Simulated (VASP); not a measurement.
# P (P6_3/mmc) in VASP: notebook, part 3 of 3

VASP 6.6.1.

### 4 Single point, PBEsol (volume scaled by 1.12)

INCAR

```
SYSTEM = P
ALGO = Normal
EDIFF = 1E-6
ENCUT = 520
GGA = PS
ISIF = 2
ISMEAR = -1
LASPH = .TRUE.
LCHARG = .TRUE.
LELF = .TRUE.
LREAL = .FALSE.
LVHAR = .TRUE.
LWAVE = .FALSE.
NBANDS = 18
NELM = 80
PREC = Accurate
SIGMA = 0.1
```

KPOINTS

```
k-points
0
G
  16 16 4
  0 0 0
```

POSCAR

```
P
1.0
    2.7065016789      0.0000000000      0.0000000000
   -1.3532508395      2.3438992093      0.0000000000
    0.0000000000      0.0000000000      9.9495257005
P
4
Direct
    0.0000000000      1.0000000000      0.0000000000
    0.0000000000      0.0000000000      0.5000000000
    0.3333333333      0.6666666667      0.2500000000
    0.6666666667      0.3333333333      0.7500000000
```

Potentials or basis: VASP PAW PBE potentials, release 64 (P).

Started as:

```bash
$ cat potpaw_PBE.64/P/POTCAR > POTCAR
$ mpirun -np 1 vasp_std > vasp.out
```

OUTCAR:

```text
SYSTEM = P
   EDIFF = 1E-6
   ENCUT = 520
   GGA = PS
   ISIF = 2
   ISMEAR = -1
   LASPH = .TRUE.
   LREAL = .FALSE.
   NELM = 80
   PREC = Accurate

 ion  position               nearest neighbor table
   1  0.000  0.000  0.000-   3 2.94   4 2.94   4 2.94   3 2.94   4 2.94   3 2.94
   2  0.000  0.000  0.500-   3 2.94   4 2.94   4 2.94   3 2.94   4 2.94   3 2.94
   3  0.333  0.667  0.250-   1 2.94   2 2.94   1 2.94   2 2.94   1 2.94   2 2.94
   4  0.667  0.333  0.750-   1 2.94   2 2.94   1 2.94   2 2.94   1 2.94   2 2.94

  LATTYP: Found a hexagonal cell.
 ALAT       =     2.7065016789
 C/A-ratio  =     3.6761572247

  Lattice vectors:

 A1 = (   2.7065016789,   0.0000000000,   0.0000000000)
 A2 = (  -1.3532508395,   2.3438992093,   0.0000000000)
 A3 = (   0.0000000000,   0.0000000000,   9.9495257005)

Analysis of symmetry for initial positions (statically):
=====================================================================
 Subroutine PRICEL returns:
 Original cell was already a primitive cell.

 Routine SETGRP: Setting up the symmetry group for a
 hexagonal supercell.

 Subroutine GETGRP returns: Found 24 space group operations
 (whereof 12 operations were pure point group operations)
 out of a pool of 24 trial point group operations.

The static configuration has the point symmetry D_3d.
 The point group associated with its full space group is D_6h.

Analysis of symmetry for dynamics (positions and initial velocities):
=====================================================================
 Subroutine PRICEL returns:
 Original cell was already a primitive cell.

 Routine SETGRP: Setting up the symmetry group for a
 hexagonal supercell.

 Subroutine GETGRP returns: Found 24 space group operations
 (whereof 12 operations were pure point group operations)
 out of a pool of 24 trial point group operations.

The dynamic configuration has the point symmetry D_3d.
[... 116 lines left out ...]
   NUPDOWN=      -1.0000    fix difference up-down
   EMIN   =  10.00;   EMAX   =-10.00  energy-range for DOS
   EFERMI =   0.00;   METHOD = LEGACY
   ISMEAR =    -1;   SIGMA  =   0.10  broadening in eV -4-tet -1-fermi 0-gaus
   EFERMI_NEDOS =   21; number of points for ismear=-14 and -15
   IALGO  =     38    algorithm
   IMIX   =      4    mixing-type and parameters
     AMIX     =   0.40;   BMIX     =  1.00
     AMIX_MAG =   1.60;   BMIX_MAG =  1.00
  volume/ion in A,a.u.               =      15.78       106.48
  Fermi-wavevector in a.u.,A,eV,Ry     =   1.116096  2.109116 16.948379  1.245671
  Thomas-Fermi vector in A             =   2.252707
   LORBIT       =      0    0 simple, 1 ext, 2 COOP (PROOUT), +10 PAW based schemes
   GGA     = PS    functional components
   LHFCALC =     F    Hartree Fock is set to
   AEXX    =    0.0000 exact exchange contribution
   IVDW    =     0    specifies the selected vdW correction
   LEPSILON=     F    determine dielectric tensor
   LRPA    =     F    only Hartree local field effects (RPA)
 non-spin polarized calculation
  energy-cutoff  :      520.00
  volume of cell :       63.12
 maximum number of plane-waves:      1725
 NGX is ok and might be reduce to    20
   NGX =  9   NGY =  9   NGZ = 37

 number of electron      19.9999997 magnetization

 Free energy of the ion-electron system (eV)
  ---------------------------------------------------
  ext. energy  EPLUGINS =         0.00000000
  ---------------------------------------------------
  free energy    TOTEN  =       -20.16149188 eV

  energy without entropy =      -20.08505119  energy(sigma->0) =      -20.12327154

 E-fermi :   8.5338     XC(G=0): -11.1839

 val. band max:        8.5233279317   @ k =   0.3125   0.1875   0.2500
 cond. band min:       8.5466460103   @ k =   0.1875   0.0625   0.5000
 fundamental gap:      0.0233180786
 Fermi energy:         8.5337878961

 k-point     1 :       0.0000    0.0000    0.0000
  band No.  band energies     occupation
      1      -6.9720      2.00000
      2      -5.6611      2.00000
      3      -5.6464      2.00000
      4      -3.0565      2.00000
      5       0.9735      2.00000
      6       6.0914      2.00000
[... 481 lines left out ...]
      5       4.3715      2.00000
      6       4.6861      2.00000
[... 10 lines left out ...]
     17      15.1210      0.00000
     18      17.3766      0.00000

 [... further k-points ...]
[... 5 lines left out ...]
  --------------------------------------------------------------------------------------
  -------------------------------------------------------------------------------------
  Total       -3.9554578     -3.9554578     -3.2850000      0.0000000      0.0000000      0.0000000
  in kB     -100.4055510   -100.4055510    -83.3866151      0.0000000      0.0000000      0.0000000
  external PRESSURE =     -94.7325724 kB  Pullay stress =       0.0000000 kB

 VOLUME and BASIS-vectors are now :
 -----------------------------------------------------------------------------
  energy-cutoff  :      520.00
  volume of cell :       63.12
      direct lattice vectors                 reciprocal lattice vectors
     2.706501679  0.000000000  0.000000000     0.369480650  0.213319753  0.000000000
    -1.353250840  2.343899209  0.000000000     0.000000000  0.426639506  0.000000000
     0.000000000  0.000000000  9.949525701     0.000000000  0.000000000  0.100507304

 POSITION                                       TOTAL-FORCE (eV/Angst)
 -----------------------------------------------------------------------------------
      0.00000      0.00000      0.00000         0.000000      0.000000     -0.000000
      0.00000      0.00000      4.97476         0.000000      0.000000     -0.000000
     -0.00000      1.56260      2.48738        -0.000000      0.000000      0.000000
      1.35325      0.78130      7.46214         0.000000     -0.000000      0.000000
 -----------------------------------------------------------------------------------
    total drift:                                0.000000     -0.000000      0.000000

  FREE ENERGIE OF THE ION-ELECTRON SYSTEM (eV)
  ---------------------------------------------------
  free  energy   TOTEN  =       -20.1614918783 eV

  energy  without entropy=      -20.0850511949  energy(sigma->0) =      -20.12327154
```

OSZICAR:

```text
N       E                     dE             d eps       ncg     rms          rms(c)
DAV:   1     0.470225079387E+02    0.47023E+02   -0.85645E+03  3240   0.956E+02
DAV:   2    -0.173282841850E+02   -0.64351E+02   -0.61439E+02  4468   0.147E+02
DAV:   3    -0.201898318966E+02   -0.28615E+01   -0.28130E+01  4154   0.286E+01
DAV:   4    -0.202149968650E+02   -0.25165E-01   -0.25133E-01  3916   0.335E+00
DAV:   5    -0.202152194427E+02   -0.22258E-03   -0.22253E-03  3940   0.306E-01    0.694E+00
DAV:   6    -0.201765115963E+02    0.38708E-01   -0.26399E-02  3566   0.746E-01    0.399E+00
DAV:   7    -0.201615609902E+02    0.14951E-01   -0.43537E-02  3548   0.951E-01    0.236E-01
DAV:   8    -0.201615181821E+02    0.42808E-04   -0.13725E-03  3670   0.206E-01    0.114E-01
DAV:   9    -0.201614932120E+02    0.24970E-04   -0.26871E-04  3784   0.858E-02    0.225E-02
DAV:  10    -0.201614926575E+02    0.55448E-06   -0.16097E-05  3716   0.206E-02    0.148E-02
DAV:  11    -0.201614913633E+02    0.12942E-05   -0.23276E-06  2452   0.764E-03    0.547E-03
DAV:  12    -0.201614918783E+02   -0.51503E-06   -0.18416E-07  1996   0.263E-03
   1 F= -.20161492E+02 E0= -.20123272E+02  d E =-.764407E-01
```

Wall time 62 s (1 thread of Intel Xeon Platinum 8488C (Sapphire Rapids), shared host); peak memory 0.21 GiB.

What came out:

```yaml
Free_energy: -20.1615 eV
Pressure: -9.5 GPa
Band_gap_on_the_k_mesh: zero (band 10 reaches 14.53 eV, above the bottom of band 11 at 5.40 eV)
```

Levels at points of the mesh, in eV from the Fermi level:
```
           k point  band 8  band 9  band 10  band 11  band 12  band 13
(0.00, 0.00, 0.00)    4.15    5.85     5.85     6.35     6.35     6.41
(0.50, 0.00, 0.00)   -4.84   -2.09    -1.20     1.57     1.83     2.41
(0.00, 0.00, 0.50)    1.46    6.00     6.00     6.00     6.00     6.82
(0.50, 0.00, 0.50)   -5.74   -0.77    -0.77     0.86     0.86     2.09
```

Caveat: the cell differs from its parent crystal (volume scaled by 1.12); the PAW data sets were made with another functional, which shifts forces and pressure a little.

### 5 Single point, PBEsol

This run uses another cell than the first one, of 14.09 Å³/atom, 0.962 times its volume.

INCAR

```
SYSTEM = P
PREC = Accurate ; ENCUT = 520
EDIFF = 1E-7 ; ISMEAR = -1
SIGMA = 0.1 ; LREAL = .FALSE.
LASPH = .TRUE. ; NELM = 60
ALGO = Normal ; ISIF = 2
LWAVE = .FALSE. ; LCHARG = .FALSE.
GGA = PS ; NBANDS = 18
```

KPOINTS

```
regular mesh
0
G
  18 18 5
  0 0 0
```

POSCAR

```
P
1.0
    2.6061673117      0.0000000000      0.0000000000
   -1.3030836559      2.2570070985      0.0000000000
    0.0000000000      0.0000000000      9.5806807917
P
4
Direct
    0.0000000000      1.0000000000      0.0000000000
    0.0000000000      0.0000000000      0.5000000000
    0.3333333333      0.6666666667      0.2500000000
    0.6666666667      0.3333333333      0.7500000000
```

Potentials or basis: VASP PAW PBE potentials, release 64 (P).

Started as:

```bash
$ cat potpaw_PBE.64/P/POTCAR > POTCAR
$ mpirun -np 1 vasp_std > vasp.out
```

OUTCAR:

```text
SYSTEM = P
   PREC = Accurate
   ENCUT = 520
   EDIFF = 1E-7
   ISMEAR = -1
   LREAL = .FALSE.
   LASPH = .TRUE.
   NELM = 60
   ISIF = 2
   GGA = PS

 ion  position               nearest neighbor table
   1  0.000  0.000  0.000-   3 2.83   4 2.83   4 2.83   3 2.83   4 2.83   3 2.83
   2  0.000  0.000  0.500-   3 2.83   4 2.83   4 2.83   3 2.83   4 2.83   3 2.83
   3  0.333  0.667  0.250-   1 2.83   2 2.83   1 2.83   2 2.83   1 2.83   2 2.83
   4  0.667  0.333  0.750-   1 2.83   2 2.83   1 2.83   2 2.83   1 2.83   2 2.83

  LATTYP: Found a hexagonal cell.
 ALAT       =     2.6061673117
 C/A-ratio  =     3.6761572247

  Lattice vectors:

 A1 = (   2.6061673117,   0.0000000000,   0.0000000000)
 A2 = (  -1.3030836559,   2.2570070985,   0.0000000000)
 A3 = (   0.0000000000,   0.0000000000,   9.5806807917)

Analysis of symmetry for initial positions (statically):
=====================================================================
 Subroutine PRICEL returns:
 Original cell was already a primitive cell.

 Routine SETGRP: Setting up the symmetry group for a
 hexagonal supercell.

 Subroutine GETGRP returns: Found 24 space group operations
 (whereof 12 operations were pure point group operations)
 out of a pool of 24 trial point group operations.

The static configuration has the point symmetry D_3d.
 The point group associated with its full space group is D_6h.

Analysis of symmetry for dynamics (positions and initial velocities):
=====================================================================
 Subroutine PRICEL returns:
 Original cell was already a primitive cell.

 Routine SETGRP: Setting up the symmetry group for a
 hexagonal supercell.

 Subroutine GETGRP returns: Found 24 space group operations
 (whereof 12 operations were pure point group operations)
 out of a pool of 24 trial point group operations.

The dynamic configuration has the point symmetry D_3d.
 The point group associated with its full space group is D_6h.

 Subroutine INISYM returns: Found 24 space group operations
[... 117 lines left out ...]
   EFERMI_NEDOS =   21; number of points for ismear=-14 and -15
   IALGO  =     38    algorithm
   IMIX   =      4    mixing-type and parameters
     AMIX     =   0.40;   BMIX     =  1.00
     AMIX_MAG =   1.60;   BMIX_MAG =  1.00
  volume/ion in A,a.u.               =      14.09        95.08
  Fermi-wavevector in a.u.,A,eV,Ry     =   1.159065  2.190314 18.278484  1.343431
  Thomas-Fermi vector in A             =   2.295661
   LORBIT       =      0    0 simple, 1 ext, 2 COOP (PROOUT), +10 PAW based schemes
   GGA     = PS    functional components
   LHFCALC =     F    Hartree Fock is set to
   AEXX    =    0.0000 exact exchange contribution
   IVDW    =     0    specifies the selected vdW correction
   LEPSILON=     F    determine dielectric tensor
   LRPA    =     F    only Hartree local field effects (RPA)
 non-spin polarized calculation
  energy-cutoff  :      520.00
  volume of cell :       56.35
 maximum number of plane-waves:      1542
 NGX is ok and might be reduce to    20
   NGX =  9   NGY =  9   NGZ = 35

 number of electron      19.9999998 magnetization

 Free energy of the ion-electron system (eV)
  ---------------------------------------------------
  ext. energy  EPLUGINS =         0.00000000
  ---------------------------------------------------
  free energy    TOTEN  =       -20.37236656 eV

  energy without entropy =      -20.30142525  energy(sigma->0) =      -20.33689590

 E-fermi :  10.1359     XC(G=0): -11.6709

 val. band max:       10.1231473292   @ k =   0.2222   0.0556   0.0000
 cond. band min:      10.1419337322   @ k =   0.2222   0.2222   0.4000
 fundamental gap:      0.0187864030
 Fermi energy:        10.1358777949

 k-point     1 :       0.0000    0.0000    0.0000
  band No.  band energies     occupation
      1      -6.5333      2.00000
      2      -5.0763      2.00000
      3      -5.0668      2.00000
      4      -2.0184      2.00000
      5       1.6075      2.00000
      6       7.4153      2.00000
[... 481 lines left out ...]
      5       3.4052      2.00000
      6       3.7317      2.00000
[... 10 lines left out ...]
     17      16.0774      0.00000
     18      17.0510      0.00000

 [... further k-points ...]
[... 5 lines left out ...]
  --------------------------------------------------------------------------------------
  -------------------------------------------------------------------------------------
  Total        0.0302787      0.0302787      0.0014555     -0.0000000      0.0000000      0.0000000
  in kB        0.8608267      0.8608267      0.0413794     -0.0000000      0.0000000      0.0000000
  external PRESSURE =       0.5876776 kB  Pullay stress =       0.0000000 kB

 VOLUME and BASIS-vectors are now :
 -----------------------------------------------------------------------------
  energy-cutoff  :      520.00
  volume of cell :       56.35
      direct lattice vectors                 reciprocal lattice vectors
     2.606167312  0.000000000  0.000000000     0.383705219  0.221532312  0.000000000
    -1.303083656  2.257007098  0.000000000     0.000000000  0.443064623  0.000000000
     0.000000000  0.000000000  9.580680792     0.000000000  0.000000000  0.104376716

 POSITION                                       TOTAL-FORCE (eV/Angst)
 -----------------------------------------------------------------------------------
      0.00000      0.00000      0.00000         0.000000      0.000000      0.000000
      0.00000      0.00000      4.79034         0.000000      0.000000      0.000000
     -0.00000      1.50467      2.39517        -0.000000      0.000000     -0.000000
      1.30308      0.75234      7.18551        -0.000000      0.000000     -0.000000
 -----------------------------------------------------------------------------------
    total drift:                                0.000000     -0.000000     -0.000000

  FREE ENERGIE OF THE ION-ELECTRON SYSTEM (eV)
  ---------------------------------------------------
  free  energy   TOTEN  =       -20.3723665599 eV

  energy  without entropy=      -20.3014252486  energy(sigma->0) =      -20.33689590
```

OSZICAR:

```text
N       E                     dE             d eps       ncg     rms          rms(c)
DAV:   1     0.473894020588E+02    0.47389E+02   -0.87469E+03  3996   0.967E+02
DAV:   2    -0.176371523492E+02   -0.65027E+02   -0.62318E+02  5490   0.153E+02
DAV:   3    -0.204002850000E+02   -0.27631E+01   -0.27199E+01  5126   0.287E+01
DAV:   4    -0.204215953690E+02   -0.21310E-01   -0.21286E-01  5038   0.315E+00
DAV:   5    -0.204217442169E+02   -0.14885E-03   -0.14882E-03  4892   0.250E-01    0.865E+00
DAV:   6    -0.203867100837E+02    0.35034E-01   -0.20681E-02  4600   0.677E-01    0.501E+00
DAV:   7    -0.203724256031E+02    0.14284E-01   -0.35829E-02  4380   0.885E-01    0.224E-01
DAV:   8    -0.203723748541E+02    0.50749E-04   -0.10101E-03  4584   0.185E-01    0.634E-02
DAV:   9    -0.203723665781E+02    0.82760E-05   -0.82298E-05  5160   0.501E-02    0.188E-02
DAV:  10    -0.203723667960E+02   -0.21794E-06   -0.69869E-06  4578   0.143E-02    0.107E-02
DAV:  11    -0.203723663222E+02    0.47378E-06   -0.70799E-07  4554   0.435E-03    0.264E-03
DAV:  12    -0.203723665662E+02   -0.24398E-06   -0.13652E-07  2510   0.213E-03    0.305E-04
DAV:  13    -0.203723665599E+02    0.63141E-08   -0.98146E-09  2478   0.637E-04
   1 F= -.20372367E+02 E0= -.20336896E+02  d E =-.709413E-01
```

It took 67 s on 1 thread of Intel Xeon Platinum 8488C (Sapphire Rapids), shared host; peak memory 0.21 GiB.

What came out:

| Item | Value |
| --- | --- |
| Free energy | -20.3724 eV |
| Pressure | 0.1 GPa |
| Band gap on the k mesh | zero (band 10 reaches 16.99 eV, above the bottom of band 11 at 6.38 eV) |

Levels at points of the mesh, in eV from the Fermi level:
```tsv
k point	band 7	band 8	band 9	band 10	band 11	band 12	band 13	band 14
(0.00, 0.00, 0.00)	-2.71	4.80	6.74	6.74	7.30	7.30	7.42	7.42
(0.50, 0.00, 0.00)	-5.43	-5.18	-2.49	-1.54	1.87	2.08	2.69	3.22
```

Caveat: the PAW data sets were made with another functional, which shifts forces and pressure a little.

### 6 Summary

| cell | k mesh | gap on the mesh (eV) | pressure (GPa) |
| --- | --- | --- | --- |
| a = 2.640, b = 2.640, c = 9.707 Å, angles 90.0, 90.0, 120.0°, 4 atoms | 16 × 16 × 4 | none | -3.8 |
| a = 2.674, b = 2.674, c = 9.830 Å, angles 90.0, 90.0, 120.0°, 4 atoms | 16 × 16 × 4 | none | -6.9 |
| a = 2.707, b = 2.707, c = 9.950 Å, angles 90.0, 90.0, 120.0°, 4 atoms | 16 × 16 × 4 | none | -9.5 |
| a = 2.606, b = 2.606, c = 9.581 Å, angles 90.0, 90.0, 120.0°, 4 atoms | 18 × 18 × 5 | none | 0.1 |

Alike in all rows: task single point; level PBEsol; potentials or basis VASP PAW PBE potentials, release 64 (P); no spin polarisation; cutoff (eV) 520; smearing fermi-dirac 0.1 eV.

Caveats: the PAW data sets were made with another functional, which shifts forces and pressure a little.

Absolute energies hang on the potentials; compare differences alone.
